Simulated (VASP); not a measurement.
A run of VASP 6.6.1 is set up as follows.

INCAR

```
SYSTEM = HfO2
  ALGO = Normal
  EDIFF = 1E-6
  ENCUT = 520
  GGA = PE
  ISIF = 2
  ISMEAR = -1
  LASPH = .True.
  LCHARG = .True.
  LELF = .True.
  LREAL = .False.
  LVHAR = .True.
  LWAVE = .False.
  NBANDS = 18
  NELM = 100
  PREC = Accurate
  SIGMA = 0.02
```

File KPOINTS:

```
k-points
0
Gamma
  6 6 6
  0 0 0
```

The input POSCAR:

```
HfO2
1.0
    0.0000000000      2.5350000000      2.5350000000
    2.5350000000      0.0000000000      2.5350000000
    2.5350000000      2.5350000000      0.0000000000
Hf O
1 2
Direct
    0.0000000000      0.0000000000      0.0000000000
    0.2500000000      0.2500000000      0.2500000000
    0.7500000000      0.7500000000      0.7500000000
```

Potentials or basis: VASP PAW PBE potentials, release 64 (Hf_pv, O).

Command:

```sh
$ cat potpaw_PBE.64/Hf_pv/POTCAR potpaw_PBE.64/O/POTCAR > POTCAR
$ mpirun -np 1 vasp_std > vasp.out
```

(1) What does it give for the pressure?

(2) What does it give for the band gap on the k mesh?

## Answers

(1) 0.4 GPa.

(2) 3.80 eV.

Caveat: spin-orbit coupling is left out, which moves the levels of the heavy elements.
